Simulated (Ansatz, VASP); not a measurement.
## PbS: VASP beside Ansatz

```
Pb S
1.0
     0.00000    2.96575    2.96575
     2.96575    0.00000    2.96575
     2.96575    2.96575    0.00000
Pb S
1 1
Direct
  0.00000 0.00000 0.00000
  0.50000 0.50000 0.50000
```

Alike in both runs: task single point; functional PBE; k mesh 8 × 8 × 8; occupations gaussian, width 0.018 eV; no spin polarisation.

|  | VASP | Ansatz |
| --- | --- | --- |
| version | VASP 6.6.1 | Ansatz 0.2.0 |
| potentials or method | VASP PAW PBE potentials, release 64 (Pb_d, S) | Ansatz PAW |
| plane-wave cutoff (eV) | 520 | 420 |
| valence electrons in the cell | 20 | 20 |

```tsv
	VASP	Ansatz	Ansatz less VASP
gap on the k mesh at the Fermi level (eV)	0.36	0.36	-0.007
least direct gap on the mesh (eV)	0.36	0.36	-0.007
pressure (GPa)	2.2	2.2	+0.07
```

Spin-orbit coupling is off throughout.
